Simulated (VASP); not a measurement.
The system is GaSb.

```xyz
2
Lattice="0.0000 2.8731 2.8731 2.8731 0.0000 2.8731 2.8731 2.8731 0.0000" Properties=species:S:1:pos:R:3 pbc="T T T"
Ga    0.0000    0.0000    0.0000
Sb    2.8731    2.8731    2.8731
```

Base run:

- Program: VASP 6.6.1
- Functional: r2SCAN
- Potentials or basis: VASP PAW PBE potentials, release 64 (Ga_d, Sb)
- Cutoff: 520 eV
- k mesh: 8 × 8 × 8
- Occupations: fermi-dirac, width 0.02 eV
- Spin: no spin polarisation

Its results: band gap on the k mesh zero (band 9 reaches 7.31 eV, above the bottom of band 10 at 3.90 eV); pressure 0.0 GPa.

Task: The run is repeated on the same cell with these changes: functional from r2SCAN to PBE; cutoff from 520 eV to 500 eV; further incar settings from ALGO = Normal; EDIFF = 1e-07; NBANDS = 16 to ALGO = Normal; EDIFF = 1e-06; NBANDS = 16. What comes out?

Result: Band gap on the k mesh zero (band 9 reaches 7.43 eV, above the bottom of band 10 at 4.19 eV); pressure 1.7 GPa.

Caveats: spin-orbit coupling is left out, which moves the levels of the heavy elements; the PAW data sets were made with another functional, which shifts forces and pressure a little (some runs).
